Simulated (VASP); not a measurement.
Wanted: the native input for a VASP 6.6.1 run.

- Task: single point
- Functional: PBE
- Dispersion: D3(BJ)
- Potentials or basis: VASP PAW PBE potentials, release 64 (F)
- Cutoff: 520 eV
- k mesh: 8 × 8 × 4
- Occupations: gaussian, width 0.05 eV
- Spin: no spin polarisation
- Dipole correction: no
- Further INCAR settings: ALGO = Normal; EDIFF = 1e-06; NBANDS = 22

The structure of F lies in POSCAR:

```
F
1.0
    2.7808297279     -1.8031840881      0.2934691209
    2.7808297279      1.8031840881      0.2934691209
   -0.8391396430      0.0000000000      6.7923032529
F
4
Direct
    0.9138648456      0.5855481450      0.0939279973
    0.4144518550      0.0861351544      0.4060720027
    0.0861351544      0.4144518550      0.9060720027
    0.5855481450      0.9138648456      0.5939279973
```

One way to write it, as run:

INCAR

```
SYSTEM = F
ALGO = Normal ; EDIFF = 1E-6
ENCUT = 520 ; GGA = PE
ISIF = 2 ; ISMEAR = 0
IVDW = 12 ; LASPH = .True.
LCHARG = .False. ; LREAL = .False.
LWAVE = .False. ; NBANDS = 22
NELM = 100 ; PREC = Accurate
SIGMA = 0.05
```

KPOINTS

```
k-points
0
Gamma
  8 8 4
  0 0 0
```

Potentials or basis: VASP PAW PBE potentials, release 64 (F).

Launch:

```bash
$ cat potpaw_PBE.64/F/POTCAR > POTCAR
$ mpirun -np 1 vasp_std > vasp.out
```

Results of the run:

```
Pressure                   : -0.4 GPa
Largest force              : 0.039 eV/Å
Band gap on the k mesh     : 2.85 eV
Dispersion energy per atom : -0.027 eV
```

It took 2.4 min on 1 thread of AMD EPYC 7R13, on a shared host, peak memory 0.21 GiB.
